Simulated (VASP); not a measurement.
SnC3, 4 atoms in the cell. The typed cell holds 4 atoms: a = 5.517 Å, b = 5.517 Å, c = 5.517 Å, α = 33.24°, β = 33.24°, γ = 33.24°. 

```yaml
Program: VASP 6.6.1
Task: single point
Functional: PBEsol
Potentials_or_basis: VASP PAW PBE potentials, release 64 (C, Sn_d)
Cutoff: 520 eV
k_mesh: 6 × 6 × 6
Occupations: fermi-dirac, width 0.052 eV
Spin: no spin polarisation
Dipole_correction: no
Further_INCAR_settings: ALGO = Normal; EDIFF = 1e-06; NBANDS = 21
```

Potentials or basis: VASP PAW PBE potentials, release 64 (C, Sn_d).

Run with:

```sh
$ cat potpaw_PBE.64/C/POTCAR potpaw_PBE.64/Sn_d/POTCAR > POTCAR
$ mpirun -np 1 vasp_std > vasp.out
```

Hardware: 1 thread of Intel(R) Xeon(R) Platinum 8259CL CPU @ 2.50GHz (Skylake/Cascade Lake), with other jobs on the host.

**Question.** How long does it take, and how much memory?

**Answer.** It took 3.5 min on 1 thread of Intel(R) Xeon(R) Platinum 8259CL CPU @ 2.50GHz (Skylake/Cascade Lake) (shared host), peak memory 0.31 GiB. Counts: scf iterations 14, k points 112.
